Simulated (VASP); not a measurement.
Write the native input for VASP 6.6.1 that does the following.

```yaml
Task: single point
Functional: PBE
Potentials_or_basis: VASP PAW PBE potentials, release 64 (Rb_sv, Br)
Cutoff: 500 eV
k_mesh: 6 × 6 × 6
Occupations: gaussian, width 0.02 eV
Spin: no spin polarisation
Dipole_correction: no
Further_INCAR_settings: ALGO = Normal; EDIFF = 1e-06; NBANDS = 15
```

The structure of RbBr lies in POSCAR:

```
RbBr
1.0
    0.0000000000      3.3623110477      3.3623110477
    3.3623110477      0.0000000000      3.3623110477
    3.3623110477      3.3623110477      0.0000000000
Rb Br
1 1
Direct
    0.0000000000      0.0000000000      0.0000000000
    0.5000000000      0.5000000000      0.5000000000
```

This cell differs from its parent crystal: volume scaled by 0.88.

One way to write it, as run:

INCAR

```
SYSTEM = RbBr
ALGO     = Normal         ! electronic algorithm
EDIFF    = 1E-6           ! SCF threshold, eV
ENCUT    = 500            ! plane-wave cutoff, eV
GGA      = PE             ! functional
GGA_COMPAT= .False.      
ISIF     = 2              ! what is computed and relaxed
ISMEAR   = 0              ! smearing method
LASPH    = .True.         ! aspherical terms in the spheres
LCHARG   = .False.        ! write CHGCAR
LREAL    = .False.        ! projectors in reciprocal space
LWAVE    = .False.        ! write WAVECAR
NBANDS   = 15             ! bands
NELM     = 120            ! most SCF steps
PREC     = Accurate       ! precision mode
SIGMA    = 0.02           ! smearing width, eV
```

KPOINTS

```
k-points
0
Gamma
  6 6 6
  0 0 0
```

Potentials or basis: VASP PAW PBE potentials, release 64 (Rb_sv, Br).

Launch:

```console
$ cat potpaw_PBE.64/Rb_sv/POTCAR potpaw_PBE.64/Br/POTCAR > POTCAR
$ mpirun -np 1 vasp_std > vasp.out
```

Results of the run:

```yaml
Pressure: 2.1 GPa
Band_gap_on_the_k_mesh: 4.51 eV, direct
```

Run time: 30 s on 1 thread of Intel Xeon 8259CL, with other jobs on the host, peak memory 0.2 GiB.
